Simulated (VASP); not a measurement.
## Re: single point with LDA

Crystal: Re.

```
CELL_PARAMETERS angstrom
2.73919 0.00000 0.00000
-1.36959 2.37221 0.00000
0.00000 0.00000 4.41187
ATOMIC_POSITIONS crystal
Re 0.33333 0.66667 0.25000
Re 0.66667 0.33333 0.75000
```

| Item | Value |
| --- | --- |
| Program | VASP 6.6.1 |
| Task | single point |
| Functional | LDA |
| Potentials or basis | VASP PAW LDA potentials, release 64 (Re_sv_GW) |
| Cutoff | 560 eV |
| k mesh | 13 × 13 × 7 |
| Occupations | fermi-dirac, width 1 eV |
| Spin | no spin polarisation |

```json
{
  "Pressure": "19.6 GPa",
  "Band gap on the k mesh": "zero (bands 15 and 16 overlap by 3.00 eV)"
}
```

Stress tensor (GPa, compression positive):
```
19.82  0.00  0.00
 0.00 19.82  0.00
 0.00  0.00 19.10
```

Levels at points of the mesh, in eV from the Fermi level:
| k point | band 12 | band 13 | band 14 | band 15 | band 16 | band 17 | band 18 | band 19 |
| --- | --- | --- | --- | --- | --- | --- | --- | --- |
| (0.00, 0.00, 0.00) | -2.05 | -2.00 | -1.16 | -1.16 | -0.21 | -0.21 | 0.41 | 3.12 |

Run time: 31 s on 1 thread of Intel(R) Xeon(R) Platinum 8488C (Sapphire Rapids), with other jobs on the host, peak memory 0.18 GiB.

Caveat: the cell stands under pressure; so wide a smearing shifts energies and pressures; spin-orbit coupling is left out, which moves the levels of the heavy elements.
